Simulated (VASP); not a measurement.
Crystal: Bi7Sb.

```
Sb Bi
1.0
     9.01496    0.00000    0.00000
     4.50748   -7.80718    0.00000
     4.50748   -2.60239   -7.82820
Sb Bi
2 14
Direct
  0.11700 0.61700 0.14900
  0.61700 0.11700 0.64900
  0.11700 0.11700 0.14900
  0.11700 0.61700 0.64900
  0.11700 0.11700 0.64900
  0.61700 0.61700 0.14900
  0.61700 0.11700 0.14900
  0.61700 0.61700 0.64900
  0.38300 0.88300 0.35100
  0.38300 0.38300 0.35100
  0.38300 0.88300 0.85100
  0.38300 0.38300 0.85100
  0.88300 0.88300 0.35100
  0.88300 0.38300 0.35100
  0.88300 0.88300 0.85100
  0.88300 0.38300 0.85100
```

* Program: VASP 6.6.1
* Task: relaxation of cell and atoms
* Functional: PBE
* Dispersion: D3(BJ)
* Potentials or basis: VASP PAW PBE potentials, release 64 (Sb, Bi_d)
* Cutoff: 600 eV
* k mesh: 6 × 6 × 4
* Occupations: gaussian, width 0.03 eV
* Spin: no spin polarisation

At the start: pressure 0.1 GPa; volume 34.43 Å³/atom.

Problem. How do energy, volume and symmetry change on relaxing?

Solution. Over 10 steps the energy falls by 5.5 meV/atom and the volume is 34.06 Å³/atom (-1.1 %); space group R3m (No. 160, to 0.1 Å) before and after.

The path:
```tsv
step	energy change (eV)	largest force (eV/Å)	pressure (GPa)	volume (Å³)
1	0.0000	0.3223	0.14	550.96
2	-0.0473	0.1608	-0.32	553.39
3	-0.0586	0.0812	-0.66	555.35
4	-0.0832	0.0250	-0.06	547.06
5	-0.0834	0.0369	0.01	546.19
6	-0.0851	0.0357	0.00	545.94
7	-0.0873	0.0330	0.00	545.32
8	-0.0875	0.0319	0.00	545.07
9	-0.0877	0.0177	-0.01	545.04
10	-0.0878	0.0092	-0.03	545.01
```

Final structure:
```
CELL_PARAMETERS angstrom
9.01777 0.00000 0.00000
4.50888 -7.80962 0.00000
4.50888 -2.60321 -7.73888
ATOMIC_POSITIONS crystal
Sb 0.11697 0.61697 0.14910
Sb 0.61697 0.11697 0.64910
Bi 0.11860 0.11902 0.14335
Bi 0.11902 0.61902 0.64335
Bi 0.11902 0.11860 0.64335
Bi 0.61902 0.61860 0.14335
Bi 0.61902 0.11902 0.14335
Bi 0.61860 0.61902 0.64335
Bi 0.38131 0.88131 0.35608
Bi 0.37766 0.38371 0.35492
Bi 0.38371 0.88371 0.85492
Bi 0.38371 0.37766 0.85492
Bi 0.88371 0.87766 0.35492
Bi 0.88371 0.38371 0.35492
Bi 0.87766 0.88371 0.85492
Bi 0.88131 0.38131 0.85608
```
